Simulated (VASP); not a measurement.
Set up this calculation in VASP 6.6.1, as the native input.

| Item | Value |
| --- | --- |
| Task | single point |
| Functional | LDA |
| Potentials or basis | VASP PAW LDA potentials, release 64 (Al) |
| Cutoff | 500 eV |
| k mesh | 18 × 18 × 18 |
| Occupations | gaussian, width 0.1 eV |
| Spin | no spin polarisation |
| Dipole correction | no |
| Further INCAR settings | ALGO = Normal; EDIFF = 1e-06; NBANDS = 8 |

The structure of Al lies in POSCAR:

```
Al
1.0
    0.0000000000      1.9918069714      1.9918069714
    1.9918069714      0.0000000000      1.9918069714
    1.9918069714      1.9918069714      0.0000000000
Al
1
Direct
    0.0000000000      0.0000000000      0.0000000000
```

These files were run (other wordings do the same):

INCAR

```
ALGO = Normal ; EDIFF = 1E-6
ENCUT = 500 ; GGA_COMPAT = F
ISIF = 2 ; ISMEAR = 0
LASPH = T ; LCHARG = F
LREAL = F ; LWAVE = F
NBANDS = 8 ; NELM = 120
PREC = Accurate ; SIGMA = 0.1
```

KPOINTS

```
k-points
0
Gamma
  18 18 18
```

Potentials or basis: VASP PAW LDA potentials, release 64 (Al).

Run with:

```bash
$ cat potpaw_LDA.64/Al/POTCAR > POTCAR
$ mpirun -np 1 vasp_std > vasp.out
```

It gave:

The pressure is 0.1 GPa.

Wall time 9 s on 1 thread of Intel(R) Xeon(R) Platinum 8488C (Sapphire Rapids), on a shared host, peak memory 0.13 GiB.
